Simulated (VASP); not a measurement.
Here is a VASP 6.6.1 calculation.

Contents of POSCAR:

```
Nb
1.0
   -1.7146983669      1.7146983669      1.7146983669
    1.7146983669     -1.7146983669      1.7146983669
    1.7146983669      1.7146983669     -1.7146983669
Nb
1
Direct
    0.0000000000      0.0000000000      0.0000000000
```

INCAR.step1

```
SYSTEM = Nb
PREC = Accurate
ENCUT = 520
ISMEAR = -1
SIGMA = 0.1
LREAL = .FALSE.
LASPH = .TRUE.
NELM = 60
NBANDS = 12
GGA = PE
ALGO = Normal
EDIFF = 1E-4
LWAVE = .TRUE.
LCHARG = .FALSE.
```

File INCAR.step2:

```
SYSTEM = Nb
PREC = Accurate
ENCUT = 520
EDIFF = 1E-6
ISMEAR = -1
SIGMA = 0.1
LREAL = .FALSE.
LASPH = .TRUE.
NELM = 60
ALGO = Normal
ISIF = 2
LWAVE = .FALSE.
LCHARG = .FALSE.
METAGGA = R2SCAN
LMIXTAU = .TRUE.
NBANDS = 12
ISTART = 1
```

File KPOINTS:

```
Automatic mesh
0
G
  22 22 22
  0 0 0
```

Potentials or basis: VASP PAW PBE potentials, release 64 (Nb_sv).

The run is started by

```bash
$ cat potpaw_PBE.64/Nb_sv/POTCAR > POTCAR
$ cp INCAR.step1 INCAR
$ mpirun -np 1 vasp_std > vasp.out
$ cp INCAR.step2 INCAR
$ mpirun -np 1 vasp_std > vasp.out
```

Estimate the pressure.

-16.0 GPa.

Caveat: the PAW data sets were made with another functional, which shifts forces and pressure a little.
